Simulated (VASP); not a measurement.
A run of VASP 6.6.1 is set up as follows.

File INCAR:

```
SYSTEM = CaO
ALGO = Normal
EDIFF = 1E-7
ENCUT = 520
GGA = PE
ISIF = 2
ISMEAR = 0
IVDW = 12
LASPH = .True.
LCHARG = .False.
LREAL = .False.
LWAVE = .False.
NBANDS = 15
NELM = 80
PREC = Accurate
SIGMA = 0.05
```

File KPOINTS:

```
k-points
0
Gamma
  8 8 8
  0 0 0
```

POSCAR

```
CaO
1.0
    0.0000000000      2.3593119382      2.3593119382
    2.3593119382      0.0000000000      2.3593119382
    2.3593119382      2.3593119382      0.0000000000
Ca O
1 1
Direct
    0.5000000000      0.5000000000      0.5000000000
    0.0000000000      0.0000000000      0.0000000000
```

Potentials or basis: VASP PAW PBE potentials, release 64 (Ca_sv, O).

Run with:

```bash
$ cat potpaw_PBE.64/Ca_sv/POTCAR potpaw_PBE.64/O/POTCAR > POTCAR
$ mpirun -np 1 vasp_std > vasp.out
```

Predict the dispersion energy per atom.

-0.288 eV.

What does it give for the pressure?

5.8 GPa.

Estimate the band gap on the k mesh.

3.61 eV, indirect (least direct gap 3.97 eV).

 A k mesh can miss the band edges.
